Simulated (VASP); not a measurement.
# Ni (Fm-3m) in VASP: a series of runs

Runs on Ni. Level: LDA. Tasks: single point.

Program: VASP 6.6.1. These are calculated values, not measurements. Logs are shortened: lines on timing, memory, paths and dates and some standing lists are left out, and cuts for length are marked.

### Step 1. The cell of the first run

The structure is cubic, space group Fm-3m (No. 225). Conventional cell: a = 3.535 Å, b = 3.535 Å, c = 3.535 Å, α = 90.00°, β = 90.00°, γ = 90.00°. Ni (site symmetry m-3m) has 12 Ni at 2.50 Å within 3.3 Å.

### Step 2. Single point, LDA, collinear spin, ferromagnetic start

Input file INCAR:

```
SYSTEM = Ni
PREC = Accurate ; ENCUT = 520
EDIFF = 1E-6 ; ISMEAR = -1
SIGMA = 0.1 ; LREAL = .FALSE.
LASPH = .TRUE. ; NELM = 150
ALGO = Normal ; ISIF = 2
LWAVE = .FALSE. ; LCHARG = .FALSE.
ISPIN = 2 ; MAGMOM = 0.23
LORBIT = 11 ; NUPDOWN = 0.23
LMAXMIX = 4 ; NBANDS = 15
```

Input file KPOINTS:

```
regular mesh
0
G
  15 15 15
  0 0 0
```

Input file POSCAR:

```
Ni
1.0
    0.0000000000      1.7672600000      1.7672600000
    1.7672600000      0.0000000000      1.7672600000
    1.7672600000      1.7672600000      0.0000000000
Ni
1
Direct
    0.0000000000      0.0000000000      0.0000000000
```

Potentials or basis: VASP PAW LDA potentials, release 64 (Ni).

Started as:

```
cat potpaw_LDA.64/Ni/POTCAR > POTCAR
mpirun -np 1 vasp_std > vasp.out
```

OUTCAR:

```text
SYSTEM = Ni
   PREC = Accurate
   ENCUT = 520
   EDIFF = 1E-6
   ISMEAR = -1
   LREAL = .FALSE.
   LASPH = .TRUE.
   NELM = 150
   ISIF = 2
   ISPIN = 2
   LORBIT = 11
   NUPDOWN = 0.23

 ion  position               nearest neighbor table
   1  0.000  0.000  0.000-

  LATTYP: Found a face centered cubic cell.
 ALAT       =     3.5345200000

  Lattice vectors:

 A1 = (   0.0000000000,   1.7672600000,   1.7672600000)
 A2 = (   1.7672600000,   0.0000000000,   1.7672600000)
 A3 = (   1.7672600000,   1.7672600000,   0.0000000000)

Analysis of symmetry for initial positions (statically):
=====================================================================
 Subroutine PRICEL returns:
 Original cell was already a primitive cell.

 Routine SETGRP: Setting up the symmetry group for a
 face centered cubic supercell.

 Subroutine GETGRP returns: Found 48 space group operations
 (whereof 48 operations were pure point group operations)
 out of a pool of 48 trial point group operations.

The static configuration has the point symmetry O_h .

Analysis of symmetry for dynamics (positions and initial velocities):
=====================================================================
 Subroutine PRICEL returns:
 Original cell was already a primitive cell.

 Routine SETGRP: Setting up the symmetry group for a
 face centered cubic supercell.

 Subroutine GETGRP returns: Found 48 space group operations
 (whereof 48 operations were pure point group operations)
 out of a pool of 48 trial point group operations.

The dynamic configuration has the point symmetry O_h .

Analysis of structural, dynamic, and magnetic symmetry:
=====================================================================
 Subroutine PRICEL returns:
 Original cell was already a primitive cell.

 Routine SETGRP: Setting up the symmetry group for a
 face centered cubic supercell.

 Subroutine GETGRP returns: Found 48 space group operations
 (whereof 48 operations were pure point group operations)
 out of a pool of 48 trial point group operations.

The overall configuration has the point symmetry O_h .

 Subroutine INISYM returns: Found 48 space group operations
 (whereof 48 operations are pure point group operations),
 and found     1 'primitive' translations

----------------------------------------------------------------------------------------

                                     Primitive cell

  volume of cell :      11.0390

  direct lattice vectors                    reciprocal lattice vectors
     0.000000000  1.767260000  1.767260000    -0.282923848  0.282923848  0.282923848
     1.767260000  0.000000000  1.767260000     0.282923848 -0.282923848  0.282923848
     1.767260000  1.767260000  0.000000000     0.282923848  0.282923848 -0.282923848

  length of vectors
     2.499283060  2.499283060  2.499283060     0.490038480  0.490038480  0.490038480

  position of ions in fractional coordinates (direct lattice)
     0.000000000  0.000000000  0.000000000

  ion indices of the primitive-cell ions
   primitive index   ion index
                 1           1

----------------------------------------------------------------------------------------

 KPOINTS: regular mesh

Automatic generation of k-mesh.
 Grid dimensions read from file:
 generate k-points for:   15   15   15

 Generating k-lattice:

  Cartesian coordinates                     Fractional coordinates (reciprocal lattice)
    -0.018861590  0.018861590  0.018861590     0.066666667  0.000000000  0.000000000
     0.018861590 -0.018861590  0.018861590     0.000000000  0.066666667  0.000000000
     0.018861590  0.018861590 -0.018861590     0.000000000  0.000000000  0.066666667

  Length of vectors
     0.032669232  0.032669232  0.032669232

  Shift w.r.t. Gamma in fractional coordinates (k-lattice)
     0.000000000  0.000000000  0.000000000

 Subroutine IBZKPT returns following result:
 ===========================================

 Found    120 irreducible k-points:

 Following reciprocal coordinates:
            Coordinates               Weight
  0.000000  0.000000  0.000000      1.000000
  0.066667  0.000000  0.000000      8.000000
  0.133333  0.000000  0.000000      8.000000
  0.200000  0.000000  0.000000      8.000000
  0.266667  0.000000  0.000000      8.000000
  0.333333  0.000000  0.000000      8.000000
[... 16 lines left out ...]
  0.133333  0.133333  0.000000      6.000000
  0.200000  0.133333  0.000000     24.000000
 [... further k-points ...]
   k-points           NKPTS =    120   k-points in BZ     NKDIM =    120   number of bands    NBANDS=     15
   number of dos      NEDOS =    301   number of ions     NIONS =      1
   total plane-waves  NPLWV =   8000
   dimension x,y,z NGX =    20 NGY =   20 NGZ =   20
   dimension x,y,z NGXF=    40 NGYF=   40 NGZF=   40
   ions per type =               1
   NGX,Y,Z   is equivalent  to a cutoff of  13.30, 13.30, 13.30 a.u.
   NGXF,Y,Z  is equivalent  to a cutoff of  26.61, 26.61, 26.61 a.u.
 SYSTEM =  Ni
   PREC   = accura    normal or accurate (medium, high low for compatibility)
   ISTART =      0    job   : 0-new  1-cont  2-samecut
   ICHARG =      2    charge: 1-file 2-atom 10-const
   ISPIN  =      2    spin polarized calculation?
   LNONCOLLINEAR =      F non collinear calculations
   LSORBIT =      F    spin-orbit coupling
   LASPH  =      T    aspherical Exc in radial PAW
   ENCUT  =  520.0 eV  38.22 Ry    6.18 a.u.   4.65  4.65  4.65*2*pi/ulx,y,z
   NELM   =    150;   NELMIN=  2; NELMDL= -5     # of ELM steps
   EDIFF  = 0.1E-05   stopping-criterion for ELM
   LREAL  =      F    real-space projection
   EDIFFG = 0.1E-04   stopping-criterion for IOM
   NSW    =      0    number of steps for IOM
   IBRION =     -1    ionic relax: 0-MD 1-quasi-New 2-CG
   NFREE  =      0    steps in history (QN), initial steepest desc. (CG)
   ISIF   =      2    stress and relaxation
   ISYM   =      2    0-nonsym 1-usesym 2-fastsym
   POTIM  = 0.5000    time-step for ionic-motion
   TEBEG  =    0.0;   TEEND  =   0.0 temperature during run
   PSTRESS=    0.0 pullay stress
   NELECT =      10.0000    total number of electrons
   NUPDOWN=       0.2300    fix difference up-down
   EMIN   =  10.00;   EMAX   =-10.00  energy-range for DOS
   EFERMI =   0.00;   METHOD = LEGACY
   ISMEAR =    -1;   SIGMA  =   0.10  broadening in eV -4-tet -1-fermi 0-gaus
   EFERMI_NEDOS =   21; number of points for ismear=-14 and -15
   IALGO  =     38    algorithm
   IMIX   =      4    mixing-type and parameters
     AMIX     =   0.40;   BMIX     =  1.00
     AMIX_MAG =   1.60;   BMIX_MAG =  1.00
  volume/ion in A,a.u.               =      11.04        74.50
  Fermi-wavevector in a.u.,A,eV,Ry     =   1.584034  2.993389 34.139227  2.509162
  Thomas-Fermi vector in A             =   2.683713
   LORBIT       =     11    0 simple, 1 ext, 2 COOP (PROOUT), +10 PAW based schemes
   GGA     = CA    functional components
   LHFCALC =     F    Hartree Fock is set to
   AEXX    =    0.0000 exact exchange contribution
   IVDW    =     0    specifies the selected vdW correction
   LEPSILON=     F    determine dielectric tensor
   LRPA    =     F    only Hartree local field effects (RPA)
 spin polarized calculation
  energy-cutoff  :      520.00
  volume of cell :       11.04
 maximum number of plane-waves:       310
   NGX =  9   NGY =  9   NGZ =  9

 number of electron      10.0000010 magnetization       0.2300000

 Free energy of the ion-electron system (eV)
  ---------------------------------------------------
  ext. energy  EPLUGINS =         0.00000000
  ---------------------------------------------------
  free energy    TOTEN  =        -6.52704589 eV

  energy without entropy =       -6.44456126  energy(sigma->0) =       -6.48580358

 E-fermi :   8.7418     XC(G=0): -13.5253

 val. band max:        8.7338099553   @ k =  -0.4667   0.1333   0.0667
 cond. band min:       8.6717025555   @ k =  -0.4667   0.4667   0.0000
 fundamental gap:     -0.0621073998
 Fermi energy:         8.6624540696

 spin component 1

 k-point     1 :       0.0000    0.0000    0.0000
  band No.  band energies     occupation
      1      -0.0486      1.00000
      2       6.7163      1.00000
      3       6.7163      1.00000
      4       6.7163      1.00000
      5       7.8281      0.99976
      6       7.8281      0.99976
      7      32.4787      0.00000
      8      36.1343      0.00000
      9      36.1343      0.00000
     10      36.1343      0.00000
     11      39.0912      0.00000
     12      39.0912      0.00000
     13      39.0912      0.00000
     14      42.2497      0.00000
     15      48.1268      0.00000
[... 397 lines left out ...]
 k-point    24 :       0.2000    0.1333    0.0000
  band No.  band energies     occupation
      1       1.4388      1.00000
      2       6.2466      1.00000
      3       7.0642      1.00000
      4       7.0954      1.00000
      5       7.4861      0.99999
      6       8.0042      0.99862
      7      28.3920      0.00000
      8      30.8640      0.00000
      9      31.4508      0.00000
     10      33.6797      0.00000
     11      37.7847      0.00000
     12      42.4654      0.00000
     13      44.1784      0.00000
     14      44.7812      0.00000
     15      49.3405      0.00000

 [... further k-points ...]

 spin component 2

 k-point     1 :       0.0000    0.0000    0.0000
  band No.  band energies     occupation
      1      -0.0381      1.00000
      2       6.9538      1.00000
      3       6.9538      1.00000
      4       6.9538      1.00000
      5       8.0464      0.99905
      6       8.0464      0.99905
      7      32.4649      0.00000
      8      36.1489      0.00000
      9      36.1489      0.00000
     10      36.1489      0.00000
     11      39.1490      0.00000
     12      39.1490      0.00000
     13      39.1490      0.00000
     14      42.2337      0.00000
     15      48.1870      0.00000
[... 397 lines left out ...]
 k-point    24 :       0.2000    0.1333    0.0000
  band No.  band energies     occupation
      1       1.4513      1.00000
      2       6.4716      1.00000
      3       7.2998      1.00000
      4       7.3360      1.00000
      5       7.6999      0.99997
      6       8.2261      0.99428
      7      28.4379      0.00000
      8      30.9086      0.00000
      9      31.4706      0.00000
     10      33.6967      0.00000
     11      37.8538      0.00000
     12      42.4865      0.00000
     13      44.1845      0.00000
     14      44.7917      0.00000
     15      49.4022      0.00000

 [... further k-points ...]

------------------------ aborting loop because EDIFF is reached ----------------------------------------

  FORCE on cell =-STRESS in cart. coord.  units (eV):
  Direction    XX          YY          ZZ          XY          YZ          ZX
  --------------------------------------------------------------------------------------
  -------------------------------------------------------------------------------------
  Total       -1.3420422     -1.3420422     -1.3420422     -0.0000000      0.0000000      0.0000000
  in kB     -194.7804752   -194.7804752   -194.7804752     -0.0000000      0.0000000      0.0000000
  external PRESSURE =    -194.7804752 kB  Pullay stress =       0.0000000 kB

 VOLUME and BASIS-vectors are now :
 -----------------------------------------------------------------------------
  energy-cutoff  :      520.00
  volume of cell :       11.04
      direct lattice vectors                 reciprocal lattice vectors
     0.000000000  1.767260000  1.767260000    -0.282923848  0.282923848  0.282923848
     1.767260000  0.000000000  1.767260000     0.282923848 -0.282923848  0.282923848
     1.767260000  1.767260000  0.000000000     0.282923848  0.282923848 -0.282923848

 POSITION                                       TOTAL-FORCE (eV/Angst)
 -----------------------------------------------------------------------------------
      0.00000      0.00000      0.00000         0.000000      0.000000     -0.000000
 -----------------------------------------------------------------------------------
    total drift:                               -0.000000     -0.000000     -0.000000

  FREE ENERGIE OF THE ION-ELECTRON SYSTEM (eV)
  ---------------------------------------------------
  free  energy   TOTEN  =        -6.5270458941 eV

  energy  without entropy=       -6.4445612645  energy(sigma->0) =       -6.48580358

 total charge

# of ion       s       p       d       tot
------------------------------------------
    1        0.490   0.480   8.327   9.297

 magnetization (x)

# of ion       s       p       d       tot
------------------------------------------
    1       -0.003  -0.009   0.245   0.233
```

Wall time 57 s (1 thread of AMD EPYC 7R13, shared host); peak memory 0.11 GiB.

What came out:

```yaml
Free_energy: -6.5270 eV
Pressure: -19.5 GPa
Net_moment: 0.23 μB per cell
Site_moments: Ni +0.23 μB
Valence_electrons_inside_the_program's_atomic_spheres: Ni 9.30
```

Caveat: the cell stands under tension; the total moment is fixed, so each spin has its own Fermi level.

[end of part 1 of 3]
